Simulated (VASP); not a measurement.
Crystal: InAs.

```
CELL_PARAMETERS angstrom
0.00000 3.02400 3.02400
3.02400 0.00000 3.02400
3.02400 3.02400 0.00000
ATOMIC_POSITIONS crystal
In 0.00000 0.00000 0.00000
As 0.75000 0.75000 0.75000
```

| Quantity | Value |
| --- | --- |
| Program | VASP 6.6.1 |
| Task | relaxation of cell and atoms |
| Functional | PBEsol |
| Potentials or basis | VASP PAW PBE potentials, release 64 (In_d, As) |
| Cutoff | 600 eV |
| k mesh | 12 × 12 × 12 |
| Occupations | gaussian, width 0.1 eV |
| Spin | no spin polarisation |

At the start: pressure 1.2 GPa; volume 27.65 Å³/atom.

**Question.** Where does the relaxation end?

**Answer.** Over 3 steps the energy falls by 2.2 meV/atom and the volume is 28.24 Å³/atom (+2.1 %); space group F-43m (No. 216, to 0.1 Å) before and after.

The path:
```tsv
step	energy change (eV)	largest force (eV/Å)	pressure (GPa)	volume (Å³)
1	0.0000	0.0000	1.25	55.31
2	-0.0036	0.0000	-0.55	57.05
3	-0.0045	0.0000	0.01	56.49
```

Final structure:
```
In As
1.0
     0.00000    3.04538    3.04538
     3.04538    0.00000    3.04538
     3.04538    3.04538    0.00000
In As
1 1
Direct
  0.00000 0.00000 0.00000
  0.75000 0.75000 0.75000
```

Caveat: the PAW data sets were made with another functional, which shifts forces and pressure a little.
